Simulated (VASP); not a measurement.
A run of VASP 6.6.1 is set up as follows.

File INCAR:

```
SYSTEM = CuS
PREC = Accurate
ENCUT = 520
EDIFF = 1E-6
ISMEAR = 1
SIGMA = 0.1
LREAL = .False.
LASPH = .True.
NELM = 60
ALGO = Normal
ISIF = 2
LWAVE = .False.
LCHARG = .False.
GGA = PS
NBANDS = 16
```

File KPOINTS:

```
Automatic mesh
0
Gamma
  10 10 10
  0 0 0
```

Contents of POSCAR:

```
CuS
1.0
    0.0000000000      2.4720076294      2.4720076294
    2.4720076294      0.0000000000      2.4720076294
    2.4720076294      2.4720076294      0.0000000000
Cu S
1 1
Direct
    0.0000000000      0.0000000000      0.0000000000
    0.5000000000      0.5000000000      0.5000000000
```

Potentials or basis: VASP PAW PBE potentials, release 64 (Cu, S).

Launch:

```sh
$ cat potpaw_PBE.64/Cu/POTCAR potpaw_PBE.64/S/POTCAR > POTCAR
$ mpirun -np 1 vasp_std > vasp.out
```

(1) Estimate the pressure.

## Answers

(1) -8.4 GPa.

Caveat: the PAW data sets were made with another functional, which shifts forces and pressure a little.
